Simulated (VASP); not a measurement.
Runs of VASP 6.6.1 on VN2. The structure is that of space group I4/mcm (No. 140), or close to it. The cells are those of the table. 

```tsv
task	cell	cutoff (eV)	gap on the mesh (eV)	pressure (GPa)	largest force (eV/Å)
single point	a = 3.722 Å, angles 113.3, 113.3, 102.1°, 6 atoms	520	none	59.9	0.08
single point	a = 3.964 Å, angles 113.7, 113.7, 101.4°, 6 atoms	520	none	(b)	0.09
single point	a = 3.887 Å, angles 113.5, 113.5, 101.6°, 6 atoms	520	none	0.8	0.09
single point	a = 3.806 Å, angles 113.4, 113.4, 101.9°, 6 atoms	520	none	25.5	0.08
relaxation of shape and atoms at fixed volume	relaxed from a = 4.013 Å, angles 113.7, 113.7, 101.4°, 6 atoms	600	none	-25.8	-
single point	a = 3.765 Å, angles 113.3, 113.3, 102.0°, 6 atoms	520	none	41.3	0.08
single point	a = 3.847 Å, angles 113.4, 113.4, 101.8°, 6 atoms	520	none	12.2	0.08
single point	a = 3.926 Å, angles 113.6, 113.6, 101.5°, 6 atoms	520	none	(a)	0.09
```

Alike in all rows: level PBEsol; potentials or basis VASP PAW PBE potentials, release 64 (V_sv, N); no spin polarisation; k mesh 12 × 12 × 12; smearing gaussian 0.1 eV.

Q: Estimate the missing entries.

A: (a) -8.7; (b) -16.7.

Caveats: the PAW data sets were made with another functional, which shifts forces and pressure a little; the run has no spin polarisation, though such a crystal can be magnetic.

A gap of «none» marks levels without a gap at the run's occupations.
